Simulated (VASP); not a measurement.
BaF2, 3 atoms in the cell. Symmetry: Fm-3m, No. 225, cubic system. The conventional cell has a = 6.200 Å, b = 6.200 Å, c = 6.200 Å, α = 90.00°, β = 90.00°, γ = 90.00°. Ba (site symmetry m-3m) has 8 F at 2.68 Å within 3.5 Å. F (site symmetry -43m) has 4 Ba at 2.68 Å and 6 F at 3.10 Å within 3.5 Å. 

```yaml
Program: VASP 6.6.1
Task: single point
Functional: PBE-based global hybrid with 10 % exact exchange
Potentials_or_basis: VASP PAW PBE potentials, release 64 (Ba_sv, F)
Cutoff: 520 eV
k_mesh: 4 × 4 × 4
Occupations: gaussian, width 0.05 eV
Spin: no spin polarisation
Dipole_correction: no
Grid_for_exact_exchange_PRECFOCK: Normal
Share_of_exact_exchange: 0.1
Further_INCAR_settings: ALGO = Normal; EDIFF = 1e-06; NBANDS = 19
```

Potentials or basis: VASP PAW PBE potentials, release 64 (Ba_sv, F).

Launch:

```console
$ cat potpaw_PBE.64/Ba_sv/POTCAR potpaw_PBE.64/F/POTCAR > POTCAR
$ cp INCAR.step1 INCAR
$ mpirun -np 1 vasp_std > vasp.out
$ cp INCAR.step2 INCAR
$ mpirun -np 1 vasp_std > vasp.out
```

Hardware: 1 thread of Intel(R) Xeon(R) Platinum 8259CL CPU @ 2.50GHz (Skylake/Cascade Lake), with other jobs on the host.

Problem. How long does it take, and how much memory?

Solution. It took 18 min on 1 thread of Intel(R) Xeon(R) Platinum 8259CL CPU @ 2.50GHz (Skylake/Cascade Lake) (shared host), peak memory 0.22 GiB. Counts: k points 8.
